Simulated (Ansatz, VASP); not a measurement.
**One calculation of Li2Cu, two programs**

```
Li Cu
1.0
     3.35875    0.00000    0.00000
     0.00000    4.80242    0.00000
     0.00000    0.00000   14.00000
Li Cu
2 1
Direct
  0.00000 0.75767 0.50000
  0.00000 0.24233 0.50000
  0.50000 0.50000 0.50000
```

Alike in both runs: task single point; functional PBE; k mesh 6 × 4 × 1; occupations gaussian, width 0.1 eV; no spin polarisation.

|  | VASP | Ansatz |
| --- | --- | --- |
| version | VASP 6.6.1 | Ansatz 0.2.0 |
| potentials or method | VASP PAW PBE potentials, release 64 (Li_sv, Cu), cutoff 520 eV | scalar-relativistic, plane waves, PAW |
| valence electrons in the cell | 17 | 25 |

Ansatz gave:

| Item | Value |
| --- | --- |
| gap on the k mesh at the Fermi level (eV) | none |
| rms of the force components (eV/Å) | 0.709 |

Question: Which values does VASP return?

Answer: gap on the k mesh at the Fermi level (eV): none; rms of the force components (eV/Å): 0.722.

Atom by atom the forces differ by 0.013 eV/Å (rms over components). A gap of «none» marks a metal or a gap that the smearing closes. With one functional, cell and mesh, what is left measures potentials, basis and numerics. VASP's potentials hold 17 valence electrons a cell and Ansatz's 25, so a difference there can come from the potentials and not from the codes. Ansatz's warnings: slab cell height set.

Noted on VASP's run: the cutoff is short for stress, so the pressure is rough.
